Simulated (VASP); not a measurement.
# Zr2TiB2 (Pm) in VASP: further runs

Zr2TiB2 is run at these levels: PBE; tasks: single point, relaxation of cell and atoms.

All numbers are computed with VASP 6.6.1; they aren't measurements. Logs are shortened: lines on timing, memory, paths and dates and some standing lists are left out, and cuts for length are marked.

### 1 The cell of the first run

It takes space group Pm (No. 6, monoclinic). The conventional cell has a = 3.130 Å, b = 8.491 Å, c = 3.135 Å, α = 90.00°, β = 119.49°, γ = 90.00°. Zr (site symmetry 1) has 6 B at 2.52 to 2.55 Å and 3 Ti at 3.02 to 3.15 Å and 6 Zr at 3.13 to 3.16 Å within 3.3 Å. Within 4.0 Å of Ti (site symmetry m) lie 6 Zr at 3.02 to 3.15 Å and 6 Ti at 3.13 to 3.16 Å. Within 2.4 Å of B (site symmetry m) lie 3 B at 1.79 to 1.83 Å. B (site symmetry m) has 3 B at 1.79 to 1.83 Å within 2.4 Å.

### 2 Single point, PBE

Contents of INCAR:

```
  PREC = Accurate
  ENCUT = 520
  EDIFF = 1E-7
  ISMEAR = 0
  SIGMA = 0.1
  LREAL = False
  LASPH = True
  NELM = 80
  ALGO = Normal
  ISIF = 2
  LWAVE = False
  LCHARG = False
  GGA = PE
  NBANDS = 29
```

Contents of KPOINTS:

```
regular mesh
0
Gamma
  6 2 6
```

Contents of POSCAR:

```
Zr2TiB2
1.0
    3.1301136225      0.0000000000      0.0000000000
    0.0000000000      8.4907626907      0.0000000000
   -1.5433311038      0.0000000000      2.7288998640
Zr Ti B
2 1 2
Direct
    0.6291204926      0.2076303862      0.5706316043
    0.6291204926      0.7923696138      0.5706316043
    0.9734826626      0.5000000000      0.2014508694
    0.3000692264      0.0000000000      0.9124989672
    0.9691551942      0.0000000000      0.2434454006
```

Potentials or basis: VASP PAW PBE potentials, release 64 (Zr_sv, Ti_sv, B).

The run is started by

```bash
$ cat potpaw_PBE.64/Zr_sv/POTCAR potpaw_PBE.64/Ti_sv/POTCAR potpaw_PBE.64/B/POTCAR > POTCAR
$ mpirun -np 1 vasp_std > vasp.out
```

OUTCAR:

```text
PREC = Accurate
   ENCUT = 520
   EDIFF = 1E-7
   ISMEAR = 0
   LREAL = False
   LASPH = True
   NELM = 80
   ISIF = 2
   GGA = PE

 ion  position               nearest neighbor table
   1  0.629  0.208  0.571-   4 2.52   5 2.52   5 2.52   4 2.53   4 2.54   5 2.55   3 3.02   3 3.06
                             3 3.15   2 3.53
   2  0.629  0.792  0.571-   4 2.52   5 2.52   5 2.52   4 2.53   4 2.54   5 2.55   3 3.02   3 3.06
                             3 3.15   1 3.53
   3  0.973  0.500  0.201-   1 3.02   2 3.02   1 3.06   2 3.06   1 3.15   2 3.15
   4  0.300  0.000  0.912-   5 1.79   5 1.82   5 1.83   1 2.52   2 2.52   1 2.53   2 2.53   1 2.54
                             2 2.54
   5  0.969  0.000  0.243-   4 1.79   4 1.82   4 1.83   2 2.52   1 2.52   1 2.52   2 2.52   2 2.55
                             1 2.55

  LATTYP: Found a simple monoclinic cell.
 ALAT       =     3.1301136225
 B/A-ratio  =     2.7126052644
 C/A-ratio  =     1.0015886192
 COS(beta)  =    -0.4922770905

  Lattice vectors:

 A1 = (   3.1301136225,   0.0000000000,   0.0000000000)
 A2 = (   0.0000000000,   8.4907626907,   0.0000000000)
 A3 = (  -1.5433311038,   0.0000000000,   2.7288998640)

Analysis of symmetry for initial positions (statically):
=====================================================================
 Subroutine PRICEL returns:
 Original cell was already a primitive cell.

 Routine SETGRP: Setting up the symmetry group for a
 simple monoclinic supercell.

 Subroutine GETGRP returns: Found  2 space group operations
 (whereof  2 operations were pure point group operations)
 out of a pool of  4 trial point group operations.

The static configuration has the point symmetry C_1h.

Analysis of symmetry for dynamics (positions and initial velocities):
=====================================================================
 Subroutine PRICEL returns:
 Original cell was already a primitive cell.

 Routine SETGRP: Setting up the symmetry group for a
 simple monoclinic supercell.

 Subroutine GETGRP returns: Found  2 space group operations
 (whereof  2 operations were pure point group operations)
 out of a pool of  4 trial point group operations.

The dynamic configuration has the point symmetry C_1h.

 Subroutine INISYM returns: Found  2 space group operations
 (whereof  2 operations are pure point group operations),
 and found     1 'primitive' translations

----------------------------------------------------------------------------------------

                                     Primitive cell

  volume of cell :      72.5261

  direct lattice vectors                    reciprocal lattice vectors
     3.130113623  0.000000000  0.000000000     0.319477221  0.000000000  0.180680551
     0.000000000  8.490762691  0.000000000     0.000000000  0.117775050  0.000000000
    -1.543331104  0.000000000  2.728899864     0.000000000  0.000000000  0.366448038

  length of vectors
     3.130113623  8.490762691  3.135086181     0.367030184  0.117775050  0.366448038

  position of ions in fractional coordinates (direct lattice)
     0.629120493  0.207630386  0.570631604
     0.629120493  0.792369614  0.570631604
     0.973482663  0.500000000  0.201450869
     0.300069226  0.000000000  0.912498967
     0.969155194  0.000000000  0.243445401

  ion indices of the primitive-cell ions
   primitive index   ion index
                 1           1
                 2           2
                 3           3
                 4           4
                 5           5

----------------------------------------------------------------------------------------

 KPOINTS: regular mesh

Automatic generation of k-mesh.
 Grid dimensions read from file:
 generate k-points for:    6    2    6

 Generating k-lattice:

  Cartesian coordinates                     Fractional coordinates (reciprocal lattice)
     0.053246203  0.000000000  0.030113425     0.166666667  0.000000000  0.000000000
     0.000000000  0.058887525  0.000000000     0.000000000  0.500000000  0.000000000
     0.000000000  0.000000000  0.061074673     0.000000000  0.000000000  0.166666667

  Length of vectors
     0.061171697  0.058887525  0.061074673

  Shift w.r.t. Gamma in fractional coordinates (k-lattice)
     0.000000000  0.000000000  0.000000000

 Subroutine IBZKPT returns following result:
 ===========================================

 Found     40 irreducible k-points:

 Following reciprocal coordinates:
            Coordinates               Weight
  0.000000  0.000000  0.000000      1.000000
  0.166667  0.000000  0.000000      2.000000
  0.333333  0.000000  0.000000      2.000000
  0.500000  0.000000 -0.000000      1.000000
  0.000000  0.500000  0.000000      1.000000
  0.166667  0.500000  0.000000      2.000000
[... 16 lines left out ...]
  0.333333  0.000000  0.333333      2.000000
  0.500000  0.000000  0.333333      2.000000
 [... further k-points ...]
   k-points           NKPTS =     40   k-points in BZ     NKDIM =     40   number of bands    NBANDS=     29
   number of dos      NEDOS =    301   number of ions     NIONS =      5
   total plane-waves  NPLWV =  36864
   dimension x,y,z NGX =    24 NGY =   64 NGZ =   24
   dimension x,y,z NGXF=    48 NGYF=  128 NGZF=   48
   ions per type =               2   1   2
   NGX,Y,Z   is equivalent  to a cutoff of  12.75, 12.53, 12.73 a.u.
   NGXF,Y,Z  is equivalent  to a cutoff of  25.49, 25.06, 25.45 a.u.
 SYSTEM =  unknown system
   PREC   = accura    normal or accurate (medium, high low for compatibility)
   ISTART =      0    job   : 0-new  1-cont  2-samecut
   ICHARG =      2    charge: 1-file 2-atom 10-const
   ISPIN  =      1    spin polarized calculation?
   LNONCOLLINEAR =      F non collinear calculations
   LSORBIT =      F    spin-orbit coupling
   LASPH  =      T    aspherical Exc in radial PAW
   ENCUT  =  520.0 eV  38.22 Ry    6.18 a.u.   5.82 15.79  5.83*2*pi/ulx,y,z
   NELM   =     80;   NELMIN=  2; NELMDL= -5     # of ELM steps
   EDIFF  = 0.1E-06   stopping-criterion for ELM
   LREAL  =      F    real-space projection
   EDIFFG = 0.1E-05   stopping-criterion for IOM
   NSW    =      0    number of steps for IOM
   IBRION =     -1    ionic relax: 0-MD 1-quasi-New 2-CG
   NFREE  =      0    steps in history (QN), initial steepest desc. (CG)
   ISIF   =      2    stress and relaxation
   ISYM   =      2    0-nonsym 1-usesym 2-fastsym
   POTIM  = 0.5000    time-step for ionic-motion
   TEBEG  =    0.0;   TEEND  =   0.0 temperature during run
   PSTRESS=    0.0 pullay stress
   NELECT =      42.0000    total number of electrons
   NUPDOWN=      -1.0000    fix difference up-down
   EMIN   =  10.00;   EMAX   =-10.00  energy-range for DOS
   EFERMI =   0.00;   METHOD = LEGACY
   ISMEAR =     0;   SIGMA  =   0.10  broadening in eV -4-tet -1-fermi 0-gaus
   EFERMI_NEDOS =   21; number of points for ismear=-14 and -15
   IALGO  =     38    algorithm
   IMIX   =      4    mixing-type and parameters
     AMIX     =   0.40;   BMIX     =  1.00
     AMIX_MAG =   1.60;   BMIX_MAG =  1.00
  volume/ion in A,a.u.               =      14.51        97.89
  Fermi-wavevector in a.u.,A,eV,Ry     =   1.364562  2.578647 25.334432  1.862028
  Thomas-Fermi vector in A             =   2.490867
   LORBIT       =      0    0 simple, 1 ext, 2 COOP (PROOUT), +10 PAW based schemes
   GGA     = PE    functional components
   LHFCALC =     F    Hartree Fock is set to
   AEXX    =    0.0000 exact exchange contribution
   IVDW    =     0    specifies the selected vdW correction
   LEPSILON=     F    determine dielectric tensor
   LRPA    =     F    only Hartree local field effects (RPA)
 non-spin polarized calculation
 Gauss-broadening in eV      SIGMA  =   0.10
  energy-cutoff  :      520.00
  volume of cell :       72.53
 maximum number of plane-waves:      1974
   NGX = 11   NGY = 31   NGZ = 11

 number of electron      41.9999997 magnetization

 Free energy of the ion-electron system (eV)
  ---------------------------------------------------
  ext. energy  EPLUGINS =         0.00000000
  ---------------------------------------------------
  free energy    TOTEN  =       -40.93751235 eV

  energy without entropy =      -40.91731376  energy(sigma->0) =      -40.92741306

 E-fermi :   9.0266     XC(G=0): -11.6803

 val. band max:        9.0227391346   @ k =   0.0000   0.0000   0.0000
 cond. band min:       9.0330568287   @ k =   0.5000   0.5000   0.3333
 fundamental gap:      0.0103176941
 Fermi energy:         9.0266027133

 k-point     1 :       0.0000    0.0000    0.0000
  band No.  band energies     occupation
      1     -47.9189      2.00000
      2     -39.3564      2.00000
      3     -39.3470      2.00000
      4     -24.1892      2.00000
      5     -24.0020      2.00000
      6     -23.9972      2.00000
[... 21 lines left out ...]
     28      11.0876      0.00000
     29      11.3719      0.00000

 k-point     2 :       0.1667    0.0000    0.0000
  band No.  band energies     occupation
      1     -47.9113      2.00000
      2     -39.3261      2.00000
      3     -39.3167      2.00000
      4     -24.1800      2.00000
      5     -24.0597      2.00000
      6     -24.0128      2.00000
[... 21 lines left out ...]
     28      11.3822      0.00000
     29      11.5067      0.00000

 k-point     3 :       0.3333    0.0000    0.0000
  band No.  band energies     occupation
      1     -47.8961      2.00000
      2     -39.2646      2.00000
      3     -39.2554      2.00000
      4     -24.1772      2.00000
      5     -24.1617      2.00000
      6     -24.0405      2.00000
[... 21 lines left out ...]
     28      12.5824      0.00000
     29      12.5976      0.00000

 k-point     4 :       0.5000    0.0000   -0.0000
  band No.  band energies     occupation
      1     -47.8885      2.00000
      2     -39.2336      2.00000
      3     -39.2244      2.00000
      4     -24.2352      2.00000
      5     -24.1525      2.00000
      6     -24.0543      2.00000
[... 21 lines left out ...]
     28      12.8562      0.00000
     29      13.5943      0.00000

 k-point     5 :       0.0000    0.5000    0.0000
  band No.  band energies     occupation
      1     -47.9189      2.00000
      2     -39.3570      2.00000
      3     -39.3464      2.00000
      4     -24.1893      2.00000
      5     -24.0020      2.00000
      6     -23.9972      2.00000
[... 21 lines left out ...]
     28      11.0965      0.00000
     29      11.2004      0.00000
[... 510 lines left out ...]
     28      12.5810      0.00000
     29      12.6019      0.00000

 k-point    22 :       0.1667    0.0000    0.3333
  band No.  band energies     occupation
      1     -47.8887      2.00000
      2     -39.2345      2.00000
      3     -39.2252      2.00000
      4     -24.1991      2.00000
      5     -24.1527      2.00000
      6     -24.0897      2.00000
[... 21 lines left out ...]
     28      13.2740      0.00000
     29      13.3084      0.00000

 k-point    23 :       0.3333    0.0000    0.3333
  band No.  band energies     occupation
      1     -47.8844      2.00000
      2     -39.2167      2.00000
      3     -39.2076      2.00000
      4     -24.1704      2.00000
      5     -24.1587      2.00000
      6     -24.1476      2.00000
[... 21 lines left out ...]
     28      12.9037      0.00000
     29      13.0110      0.00000

 k-point    24 :       0.5000    0.0000    0.3333
  band No.  band energies     occupation
      1     -47.8876      2.00000
      2     -39.2301      2.00000
      3     -39.2210      2.00000
      4     -24.2118      2.00000
      5     -24.1517      2.00000
      6     -24.0846      2.00000
[... 21 lines left out ...]
     28      13.0940      0.00000
     29      13.3319      0.00000

 [... further k-points ...]
[... 5 lines left out ...]
  --------------------------------------------------------------------------------------
  -------------------------------------------------------------------------------------
  Total        1.1035753      0.4639527      0.9945035      0.0000000      0.0000000     -0.1170599
  in kB       24.3791280     10.2491984     21.9696182      0.0000000      0.0000000     -2.5859741
  external PRESSURE =      18.8659815 kB  Pullay stress =       0.0000000 kB

 VOLUME and BASIS-vectors are now :
 -----------------------------------------------------------------------------
  energy-cutoff  :      520.00
  volume of cell :       72.53
      direct lattice vectors                 reciprocal lattice vectors
     3.130113623  0.000000000  0.000000000     0.319477221  0.000000000  0.180680551
     0.000000000  8.490762691  0.000000000     0.000000000  0.117775050  0.000000000
    -1.543331104  0.000000000  2.728899864     0.000000000  0.000000000  0.366448038

 POSITION                                       TOTAL-FORCE (eV/Angst)
 -----------------------------------------------------------------------------------
      1.08855      1.76294      1.55720         0.065154     -0.050381      0.079519
      1.08855      6.72782      1.55720         0.065154      0.050381      0.079519
      2.73621      4.24538      0.54974        -0.073137      0.000000      0.109698
     -0.46904      0.00000      2.49012         0.115331      0.000000     -0.217851
      2.65785      0.00000      0.66434        -0.172502      0.000000     -0.050885
 -----------------------------------------------------------------------------------
    total drift:                                0.000073     -0.000000      0.000267

  FREE ENERGIE OF THE ION-ELECTRON SYSTEM (eV)
  ---------------------------------------------------
  free  energy   TOTEN  =       -40.9375123541 eV

  energy  without entropy=      -40.9173137596  energy(sigma->0) =      -40.92741306
```

It took 80 s on 1 thread of Intel Xeon 6975P-C (Granite Rapids), shared host; peak memory 0.23 GiB.

What came out:

| Quantity | Value |
| --- | --- |
| Free energy | -40.9375 eV |
| Pressure | 1.9 GPa |
| Largest force | 0.246 eV/Å |
| Band gap on the k mesh | zero (bands 21 and 22 overlap by 0.97 eV) |

Forces on the atoms (eV/Å):
```
Zr   0.065 -0.050  0.080
Zr   0.065  0.050  0.080
Ti  -0.073  0.000  0.110
B    0.115  0.000 -0.218
B   -0.173  0.000 -0.051
```

Levels at points of the mesh, in eV from the Fermi level:
```csv
k point,band 19,band 20,band 21,band 22,band 23,band 24
"(0.00, 0.00, 0.00)",0.00,0.47,0.73,0.81,0.88,0.96
"(0.50, 0.00, 0.00)",-1.79,-0.87,-0.35,0.46,0.94,1.28
"(0.00, 0.50, 0.00)",-0.25,0.14,0.74,0.85,1.18,1.30
"(0.50, 0.50, 0.00)",-1.53,-1.17,-0.38,0.74,0.91,1.25
"(0.00, 0.00, 0.50)",-1.81,-0.84,-0.31,0.41,0.97,1.15
"(0.50, 0.00, 0.50)",-1.74,-0.91,-0.43,0.59,0.81,1.59
"(0.00, 0.50, 0.50)",-1.54,-1.13,-0.36,0.70,0.79,1.26
"(0.50, 0.50, 0.50)",-1.54,-1.27,-0.35,0.89,1.13,1.21
```

Caveat: the k points lie up to 0.38 Å⁻¹ apart, too coarse for converged energies and pressures of a metal.

[end of part 1 of 2]
